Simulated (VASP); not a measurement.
Sc3GeH: single point with PBE

Crystal: Sc3GeH.

```
CELL_PARAMETERS angstrom
0.00000 5.81457 0.00000
5.81457 0.00000 0.00000
2.90728 2.90728 -4.35985
ATOMIC_POSITIONS crystal
Ge 0.75000 0.25000 0.50000
Ge 0.25000 0.75000 0.50000
Sc 0.70000 0.20000 0.00000
Sc 0.20000 0.30000 0.00000
Sc 0.30000 0.80000 0.00000
Sc 0.80000 0.70000 0.00000
Sc 0.25000 0.25000 0.50000
Sc 0.75000 0.75000 0.50000
H 0.00000 0.00000 0.00000
H 0.50000 0.50000 0.00000
```

```yaml
Program: VASP 6.6.1
Task: single point
Functional: PBE
Potentials_or_basis: VASP PAW PBE potentials, release 64 (Ge_d, Sc_sv, H)
Cutoff: 520 eV
k_mesh: 4 × 4 × 4
Occupations: fermi-dirac, width 0.1 eV
Spin: no spin polarisation
```

* Largest force: 0.943 eV/Å

Forces on the atoms (eV/Å):
```
Ge   0.000  0.000  0.000
Ge   0.000  0.000  0.000
Sc   0.667  0.667  0.000
Sc  -0.667  0.667  0.000
Sc  -0.667 -0.667  0.000
Sc   0.667 -0.667  0.000
Sc   0.000  0.000  0.000
Sc   0.000  0.000  0.000
H    0.000  0.000  0.000
H    0.000  0.000  0.000
```

Levels at points of the mesh, in eV from the Fermi level:
```tsv
k point	band 45	band 46	band 47	band 48	band 49	band 50
(0.00, 0.00, 0.00)	-1.20	-1.09	-1.01	-0.68	-0.68	-0.35
(0.50, 0.00, 0.00)	-0.42	-0.42	-0.08	-0.08	0.18	0.18
(0.50, 0.50, 0.00)	-0.13	-0.05	0.12	0.26	0.33	0.42
(0.00, 0.00, 0.50)	-0.12	-0.04	-0.04	0.22	0.43	0.50
```

Wall time 2.8 min on 1 thread of Intel(R) Xeon(R) Platinum 8259CL CPU @ 2.50GHz (Skylake/Cascade Lake), with other jobs on the host, peak memory 0.36 GiB.

Caveat: the k points lie up to 0.36 Å⁻¹ apart; the cell carries a net charge on a neutralising background, which shifts energy and pressure; the cell is charged against a uniform background, so pressure and absolute levels hang on convention.
